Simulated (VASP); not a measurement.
# C (Fd-3m) in VASP: a series of runs, part 2 of 2

VASP 6.6.1. The steps go on from the part before.

## Step 5: Single point, LDA

This run uses another cell than the first one, of 5.43 Å³/atom.

The input, INCAR:

```
  ALGO = Normal
  EDIFF = 1E-6
  ENCUT = 1300
  GGA = CA
  GGA_COMPAT = F
  ISIF = 2
  ISMEAR = 0
  LASPH = T
  LCHARG = F
  LREAL = F
  LWAVE = F
  NBANDS = 11
  NELM = 120
  PREC = Accurate
  SIGMA = 0.01
```

The input, KPOINTS:

```
k-points
0
Gamma
  12 12 12
```

The input, POSCAR:

```
C
1.0
    1.7573019834      1.7573019834      0.0000000000
   -1.7573019834      1.7573019834      0.0000000000
    0.0000000000      1.7573019834      1.7573019834
C
2
Direct
    0.5000000000      0.5000000000      0.0000000000
    0.7500000000      0.2500000000      0.5000000000
```

Launch:

```console
> cat potpaw_LDA.64/C_h/POTCAR > POTCAR
> mpirun -np 1 vasp_std > vasp.out
```

Wall time 21 s (1 thread of Intel Xeon Platinum 8259CL at 2.50GHz (Skylake/Cascade Lake), shared host); peak memory 0.15 GiB.

It converged, with:

```
Free energy            : -20.2629 eV
Pressure               : 8.0 GPa
Band gap on the k mesh : 4.24 eV (least direct gap 5.67 eV)
```

Levels at points of the mesh, in eV from the valence-band top:
| k point | band 2 | band 3 | band 4 | band 5 | band 6 | band 7 |
| --- | --- | --- | --- | --- | --- | --- |
| (0.00, 0.00, 0.00) | 0.00 | 0.00 | 0.00 | 5.67 | 5.67 | 5.67 |
| (0.50, 0.00, 0.00) | -13.86 | -2.91 | -2.91 | 8.57 | 8.57 | 9.62 |
| (0.50, 0.50, 0.00) | -12.93 | -6.56 | -6.56 | 4.81 | 4.81 | 17.30 |

Caveat: the cell stands under pressure. A k mesh can miss the band edges.

## Step 6: Single point, LDA

This run uses another cell than the first one, of 5.46 Å³/atom.

The input, INCAR:

```
ALGO     = Normal         # electronic algorithm
EDIFF    = 1E-6           # SCF threshold, eV
ENCUT    = 1300           # plane-wave cutoff, eV
GGA_COMPAT= False        
ISIF     = 2              # what is computed and relaxed
ISMEAR   = 0              # smearing method
LASPH    = True           # aspherical terms in the spheres
LCHARG   = False          # write CHGCAR
LREAL    = False          # projectors in reciprocal space
LWAVE    = False          # write WAVECAR
NBANDS   = 11             # bands
NELM     = 120            # most SCF steps
PREC     = Accurate       # precision mode
SIGMA    = 0.01           # smearing width, eV
```

KPOINTS is that of step 5.

The input, POSCAR:

```
C
1.0
    1.7609134856      1.7609134856      0.0000000000
   -1.7609134856      1.7609134856      0.0000000000
    0.0000000000      1.7609134856      1.7609134856
C
2
Direct
    0.5000000000      0.5000000000      0.0000000000
    0.7500000000      0.2500000000      0.5000000000
```

Potentials or basis: VASP PAW LDA potentials, release 64 (C_h).

Launch:

```console
> cat potpaw_LDA.64/C_h/POTCAR > POTCAR
> mpirun -np 1 vasp_std > vasp.out
```

OUTCAR:

```text
EDIFF = 1E-6
   ENCUT = 1300
   ISIF = 2
   ISMEAR = 0
   LASPH = True
   LREAL = False
   NELM = 120
   PREC = Accurate

 ion  position               nearest neighbor table
   1  0.500  0.500  0.000-
   2  0.750  0.250  0.500-

  LATTYP: Found a face centered cubic cell.
 ALAT       =     3.5218269712

  Lattice vectors:

 A1 = (   0.0000000000,   1.7609134856,   1.7609134856)
 A2 = (   1.7609134856,   0.0000000000,   1.7609134856)
 A3 = (   1.7609134856,   1.7609134856,   0.0000000000)

Analysis of symmetry for initial positions (statically):
=====================================================================
 Subroutine PRICEL returns:
 Original cell was already a primitive cell.

 Routine SETGRP: Setting up the symmetry group for a
 face centered cubic supercell.

 Subroutine GETGRP returns: Found 48 space group operations
 (whereof 24 operations were pure point group operations)
 out of a pool of 48 trial point group operations.

The static configuration has the point symmetry T_d .
 The point group associated with its full space group is O_h .

Analysis of symmetry for dynamics (positions and initial velocities):
[... 166 lines left out ...]
 Fermi energy:        11.5296610051

 k-point     1 :       0.0000    0.0000    0.0000
  band No.  band energies     occupation
      1     -10.3588      2.00000
      2      11.4741      2.00000
      3      11.4741      2.00000
      4      11.4741      2.00000
      5      17.1245      0.00000
      6      17.1245      0.00000
      7      17.1245      0.00000
      8      25.9012      0.00000
      9      30.9861      0.00000
     10      38.5224      0.00000
     11      38.5224      0.00000
[... 309 lines left out ...]
 k-point    24 :      -0.4167    0.1667    0.0000
  band No.  band energies     occupation
      1      -6.0682      2.00000
      2       1.5136      2.00000
      3       7.1356      2.00000
      4       7.2747      2.00000
      5      18.2444      0.00000
      6      22.6613      0.00000
      7      23.0477      0.00000
      8      24.3716      0.00000
      9      32.7031      0.00000
     10      34.4295      0.00000
     11      39.2768      0.00000

 [... further k-points ...]
[... 5 lines left out ...]
  --------------------------------------------------------------------------------------
  -------------------------------------------------------------------------------------
  Total        0.3366901      0.3366901      0.3366901      0.0000000     -0.0000000      0.0000000
  in kB       49.3965736     49.3965736     49.3965736      0.0000000     -0.0000000      0.0000000
  external PRESSURE =      49.3965736 kB  Pullay stress =       0.0000000 kB

 VOLUME and BASIS-vectors are now :
 -----------------------------------------------------------------------------
  energy-cutoff  :     1300.00
  volume of cell :       10.92
      direct lattice vectors                 reciprocal lattice vectors
     1.760913486  1.760913486  0.000000000     0.283943535  0.283943535 -0.283943535
    -1.760913486  1.760913486  0.000000000    -0.283943535  0.283943535 -0.283943535
     0.000000000  1.760913486  1.760913486     0.000000000  0.000000000  0.567887070

 POSITION                                       TOTAL-FORCE (eV/Angst)
 -----------------------------------------------------------------------------------
      0.00000      1.76091      0.00000        -0.000000     -0.000000      0.000000
      0.88046      2.64137      0.88046         0.000000      0.000000      0.000000
 -----------------------------------------------------------------------------------
    total drift:                               -0.000000      0.000000     -0.000000

  FREE ENERGIE OF THE ION-ELECTRON SYSTEM (eV)
  ---------------------------------------------------
  free  energy   TOTEN  =       -20.2656561753 eV

  energy  without entropy=      -20.2656561753  energy(sigma->0) =      -20.26565618
```

OSZICAR:

```text
N       E                     dE             d eps       ncg     rms          rms(c)
DAV:   1     0.210967634333E+02    0.21097E+02   -0.81898E+03  1584   0.148E+03
DAV:   2    -0.197795033113E+02   -0.40876E+02   -0.39140E+02  2275   0.209E+02
DAV:   3    -0.211112819816E+02   -0.13318E+01   -0.13278E+01  1923   0.313E+01
DAV:   4    -0.211147353788E+02   -0.34534E-02   -0.34531E-02  1729   0.185E+00
DAV:   5    -0.211147394749E+02   -0.40961E-05   -0.40961E-05  1835   0.666E-02    0.514E+00
DAV:   6    -0.204875001067E+02    0.62724E+00   -0.33216E-01  1649   0.407E+00    0.275E+00
DAV:   7    -0.202657446918E+02    0.22176E+00   -0.39873E-01  1781   0.442E+00    0.360E-01
DAV:   8    -0.202656703232E+02    0.74369E-04   -0.91587E-03  1704   0.919E-01    0.303E-02
DAV:   9    -0.202656549965E+02    0.15327E-04   -0.44011E-05  1788   0.563E-02    0.145E-02
DAV:  10    -0.202656562632E+02   -0.12667E-05   -0.35633E-06  1798   0.175E-02    0.311E-03
DAV:  11    -0.202656561753E+02    0.87882E-07   -0.18171E-07   926   0.422E-03
   1 F= -.20265656E+02 E0= -.20265656E+02  d E =-.373206E-18
```

stdout:

```text
POSCAR found type information on POSCAR C
 POSCAR found :  1 types and       2 ions
 scaLAPACK will be used
 LDA part: xc-table for (Slater(with rela. corr.)+CA(PZ))
 , standard interpolation
 POSCAR, INCAR and KPOINTS ok, starting setup
 FFT: planning ... GRIDC
 FFT: planning ... GRID_SOFT
 FFT: planning ... GRID
 WAVECAR not read
 entering main loop
```

Run time: 14 s. Hardware: 1 thread of AMD EPYC 9R45 (Zen 5), shared host; peak memory 0.12 GiB.

What came out:

| Item | Value |
| --- | --- |
| Free energy | -20.2657 eV |
| Pressure | 4.9 GPa |
| Band gap on the k mesh | 4.22 eV (least direct gap 5.65 eV) |

Caveat: the cell stands under pressure. A k mesh can miss the band edges.

## Step 7: Summary

| cell | gap on the mesh (eV) | pressure (GPa) |
| --- | --- | --- |
| a = 2.480 Å, angles 60.0, 60.0, 90.0°, 2 atoms | 4.25 | 11.0 |
| a = 2.472 Å, angles 60.0, 60.0, 90.0°, 2 atoms | 4.28 | 16.0 |
| a = 2.501 Å, angles 60.0, 60.0, 90.0°, 2 atoms | 4.19 | -1.1 |
| a = 2.485 Å, angles 60.0, 60.0, 90.0°, 2 atoms | 4.24 | 8.0 |
| a = 2.490 Å, angles 60.0, 60.0, 90.0°, 2 atoms | 4.22 | 4.9 |

Alike in all rows: task single point; level LDA; potentials or basis VASP PAW LDA potentials, release 64 (C_h); no spin polarisation; k mesh 12 × 12 × 12; cutoff (eV) 1300; smearing gaussian 0.01 eV.

Caveats: the cell stands under pressure (at least some runs).

Total energies depend on the potentials used, so only differences within one code and one set of settings carry meaning.
